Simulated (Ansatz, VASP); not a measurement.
## One calculation of SnSe2, two programs

```
CELL_PARAMETERS angstrom
3.81100 0.00000 0.00000
-1.90550 3.30042 0.00000
0.00000 0.00000 6.13600
ATOMIC_POSITIONS crystal
Sn 0.00000 0.00000 0.00000
Se 0.33333 0.66667 0.24900
Se 0.66667 0.33333 0.75100
```

Alike in both runs: task single point; functional PBE; k mesh 6 × 6 × 4; no spin polarisation.

|  | VASP | Ansatz |
| --- | --- | --- |
| version | VASP 6.6.1 | Ansatz 0.2.0 |
| potentials or method | VASP PAW PBE potentials, release 64 (Sn_d, Se) | plane waves, PAW |
| plane-wave cutoff (eV) | 520 | 420 |
| occupations | gaussian, width 0.01 eV | fixed |
| valence electrons in the cell | 26 | 46 |

```csv
,VASP,Ansatz,Ansatz less VASP
rms of the force components (eV/Å),0.375,0.368,-0.0076
```

Atom by atom the forces differ by 0.008 eV/Å (rms over components). VASP's potentials hold 26 valence electrons a cell and Ansatz's 46, so a difference there can come from the potentials and not from the codes.
